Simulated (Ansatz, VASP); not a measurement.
B in VASP and in Ansatz

POSCAR

```
B
1.0
    0.0000000000      1.9604330000      1.9604330000
    1.9604330000      0.0000000000      1.9604330000
    1.9604330000      1.9604330000      0.0000000000
B
2
Direct
    0.0000000000      0.0000000000      0.0000000000
    0.2500000000      0.2500000000      0.2500000000
```

Contents of INCAR.step1:

```
SYSTEM = B
PREC = Accurate
ENCUT = 520
ISMEAR = 1
SIGMA = 0.0203
LREAL = .FALSE.
LASPH = .TRUE.
NELM = 60
NBANDS = 10
GGA = PE
ALGO = Normal
EDIFF = 1E-4
LWAVE = .TRUE.
LCHARG = .FALSE.
```

Contents of INCAR.step2:

```
SYSTEM = B
PREC = Accurate
ENCUT = 520
EDIFF = 1E-6
ISMEAR = 1
SIGMA = 0.0203
LREAL = .FALSE.
LASPH = .TRUE.
NELM = 60
ALGO = Normal
ISIF = 2
LWAVE = .FALSE.
LCHARG = .FALSE.
METAGGA = R2SCAN
LMIXTAU = .TRUE.
NBANDS = 10
ISTART = 1
```

Contents of KPOINTS:

```
regular mesh
0
G
  11 11 11
  0 0 0
```

Input for Ansatz:

```yaml
crystal:
  lattice:
    - [0.0, 1.960433, 1.960433]
    - [1.960433, 0.0, 1.960433]
    - [1.960433, 1.960433, 0.0]
  atoms:
    - { symbol: B, position: [0.0, 0.0, 0.0] }
    - { symbol: B, position: [0.25, 0.25, 0.25] }
  symmetry: { tolerance: 0.0003 }
kpoints:
  mp_grid: { grid: [11, 11, 11], shift: [0, 0, 0] }
  band_path:
    path:
      - [0.0, 0.0, 0.0]
      - [0.5, 0.0, 0.5]
      - [0.625, 0.25, 0.625]
      - [0.375, 0.375, 0.75]
      - [0.0, 0.0, 0.0]
      - [0.5, 0.5, 0.5]
      - [0.5, 0.25, 0.75]
      - [0.5, 0.0, 0.5]
    npoints: 8
magnetization:
  spin_polarized: false
scf:
  occupations: { method: methfessel_paxton, width: 0.0203 }
  lower_state_search: "off"
  max_iter: 200
hamiltonian:
  pseudopotentials: { kind: paw }
  xc: r2scan
basis:
  ecutwfc: 500
  fft_grid_basis: typed
output:
  forces: true
  stress: true
  eigenvalues: true
  bader: true
  populations: true
  elf: true
  write_potential: true
  volumetric_format: npy
  dos:
    e_range: [-12, 8]
    de: 0.05
    projected: { site_lists: { B: [B] } }
checkpoint:
  read: saved_state
```

Alike in both runs: task single point; functional r2SCAN; k mesh 11 × 11 × 11; occupations methfessel-paxton of order 1, width 0.0203 eV; no spin polarisation.

```csv
,VASP,Ansatz
version,VASP 6.6.1,Ansatz 0.2.0
potentials or method,"VASP PAW PBE potentials, release 64 (B), cutoff 520 eV",PAW plane waves
valence electrons in the cell,6,6
```

VASP gave:

```
pressure (GPa) : 21.0
```

Task: Which values does Ansatz return?

Result: Pressure (GPa): 20.9.

VASP's potentials were made for PBE, not for r2SCAN.
